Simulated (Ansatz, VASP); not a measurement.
One calculation of LiTe3P4, two programs

File INCAR:

```
SYSTEM = LiTe3P4
  ALGO = Normal
  EDIFF = 1E-6
  EDIFFG = -0.04
  ENCUT = 600
  GGA = PE
  IBRION = 2
  ISIF = 3
  ISMEAR = 0
  LASPH = .TRUE.
  LCHARG = .FALSE.
  LREAL = .FALSE.
  LWAVE = .FALSE.
  NELM = 60
  NSW = 90
  PREC = Accurate
  SIGMA = 0.1
```

File KPOINTS:

```
k-points
0
G
  4 4 4
  0 0 0
```

POSCAR

```
LiTe3P4
1.0
    6.1356442800      0.0000000000      0.0000000000
    0.0000000000      6.1356442800      0.0000000000
    0.0000000000      0.0000000000      6.1356442800
Li Te P
1 3 4
Direct
    0.5000000000      0.5000000000      0.5000000000
    0.0000000000      0.5000000000      0.5000000000
    0.5000000000      0.0000000000      0.5000000000
    0.5000000000      0.5000000000      0.0000000000
    0.5000000000      0.0000000000      0.0000000000
    0.0000000000      0.5000000000      0.0000000000
    0.0000000000      0.0000000000      0.5000000000
    0.0000000000      0.0000000000      0.0000000000
```

Input for Ansatz:

```yaml
crystal:
  lattice:
    - [6.13564428, 0.0, 0.0]
    - [0.0, 6.13564428, 0.0]
    - [0.0, 0.0, 6.13564428]
  atoms:
    - { symbol: Li, position: [0.5, 0.5, 0.5] }
    - { symbol: Te, position: [0.0, 0.5, 0.5] }
    - { symbol: Te, position: [0.5, 0.0, 0.5] }
    - { symbol: Te, position: [0.5, 0.5, 0.0] }
    - { symbol: P, position: [0.5, 0.0, 0.0] }
    - { symbol: P, position: [0.0, 0.5, 0.0] }
    - { symbol: P, position: [0.0, 0.0, 0.5] }
    - { symbol: P, position: [0.0, 0.0, 0.0] }
basis:
  ecutwfc: 420
kpoints:
  mp_grid: { grid: [4, 4, 4] }
hamiltonian:
  xc: pbe
scf:
  occupations: { method: gaussian, width: 0.1 }
  lower_state_search: "off"
output:
  forces: true
  stress: true
  eigenvalues: true
relax:
  adjacent_minimum: "off"
  f_tol: 0.04
  max_steps: 70
  cell: { stress_tol: 0.4 }
```

Alike in both runs: task relaxation of cell and atoms; functional PBE; k mesh 4 × 4 × 4; occupations gaussian, width 0.1 eV; no spin polarisation.

|  | VASP | Ansatz |
| --- | --- | --- |
| version | VASP 6.6.1 | Ansatz 0.2.0 |
| potentials or method | VASP PAW PBE potentials, release 64 (Li_sv, Te, P), cutoff 600 eV | scalar-relativistic, plane waves, PAW |
| valence electrons in the cell | 41 | 71 |

VASP gave:

```
gap on the k mesh at the Fermi level, each at its own relaxed structure (eV) : none
relaxed volume (Å³/atom)                                                     : 21.02
relaxed length of the cell vector where the two differ most in proportion (Å)              : 5.519
```

Problem. What did Ansatz give for the same quantities?

Solution. gap on the k mesh at the Fermi level, each at its own relaxed structure (eV): none; relaxed volume (Å³/atom): 20.93; relaxed length of the cell vector where the two differ most in proportion (Å): 5.512.

A gap of «none» marks a metal or a gap that the smearing closes. VASP's potentials hold 41 valence electrons a cell and Ansatz's 71, so a difference there can come from the potentials and not from the codes.

Spin-orbit coupling is off throughout. Noted on VASP's run: the cutoff is under 1.25 times that of the potentials, so the pressure is a little rough; the volume moved by over 15 % at a fixed basis, so the end points are rough.
